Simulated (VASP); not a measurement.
Here is a VASP 6.6.1 calculation.

Contents of INCAR:

```
SYSTEM = Al2O3
  PREC = Accurate
  ENCUT = 520
  EDIFF = 1E-6
  ISMEAR = 0
  SIGMA = 0.01
  LREAL = .FALSE.
  LASPH = .TRUE.
  NELM = 100
  ALGO = Normal
  ISIF = 2
  LWAVE = .FALSE.
  LCHARG = .FALSE.
  GGA = PS
  NBANDS = 35
```

KPOINTS

```
Automatic mesh
0
G
  4 2 6
  0 0 0
```

POSCAR

```
Al2O3
1.0
    4.6137770000      0.0000000000      0.0000000000
    0.0000000000      9.5632790000      0.0000000000
    0.0000000000      0.0000000000      3.1198620000
Al O
4 6
Direct
    0.5170250000      0.3245730000      0.5000000000
    0.4829750000      0.6754270000      0.5000000000
    0.0170250000      0.1754270000      0.0000000000
    0.9829750000      0.8245730000      0.0000000000
    0.8763650000      0.2469500000      0.5000000000
    0.0000000000      0.0000000000      0.0000000000
    0.6236350000      0.7469500000      0.0000000000
    0.3763650000      0.2530500000      0.0000000000
    0.1236350000      0.7530500000      0.5000000000
    0.5000000000      0.5000000000      0.5000000000
```

Potentials or basis: VASP PAW PBE potentials, release 64 (Al, O).

The run is started by

```sh
$ cat potpaw_PBE.64/Al/POTCAR potpaw_PBE.64/O/POTCAR > POTCAR
$ mpirun -np 1 vasp_std > vasp.out
```

Problem. Estimate the largest force.

Solution. 0.172 eV/Å.

Problem. Predict the pressure.

Solution. -2.4 GPa.

Problem. Estimate the band gap on the k mesh.

Solution. 3.42 eV, direct.

Forces on the atoms (eV/Å):
```
Al   0.051 -0.076  0.000
Al  -0.051  0.076  0.000
Al   0.051  0.076  0.000
Al  -0.051 -0.076  0.000
O   -0.156  0.072  0.000
O    0.000  0.000  0.000
O    0.156  0.072  0.000
O   -0.156 -0.072  0.000
O    0.156 -0.072  0.000
O    0.000  0.000  0.000
```

Caveat: the PAW data sets were made with another functional, which shifts forces and pressure a little. PBEsol gaps usually lie below the measured ones, often by a third to a half.
